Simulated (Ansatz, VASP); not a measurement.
One calculation of Ti, two programs

```
Ti
1.0
    -1.62775    1.70914    1.62775
     1.62775   -1.70914    1.62775
     1.62775    1.70914   -1.62775
Ti
1
Direct
  0.00000 0.00000 0.00000
```

Change from the starting cell: strain +0.0500 x Voigt [0, 1, 0, 0, 0, 0], atoms carried along.

Alike in both runs: task single point; functional PBE; k mesh 26 × 26 × 26; occupations gaussian, width 0.15 eV; no spin polarisation.

|  | VASP | Ansatz |
| --- | --- | --- |
| version | VASP 6.6.1 | Ansatz 0.2.0 |
| potentials or method | VASP PAW PBE potentials, release 64 (Ti_sv), cutoff 520 eV | scalar-relativistic, plane waves, PAW |
| valence electrons in the cell | 12 | 12 |

|  | VASP | Ansatz | Ansatz less VASP |
| --- | --- | --- | --- |
| gap on the k mesh at the Fermi level (eV) | none | none | - |
| pressure (GPa) | -4.9 | -4.6 | +0.24 |
| traceless stress, the component that is largest in VASP (GPa) | 0.75 | 0.75 | 0.000 |

A gap of «none» marks a metal or a gap that the smearing closes.
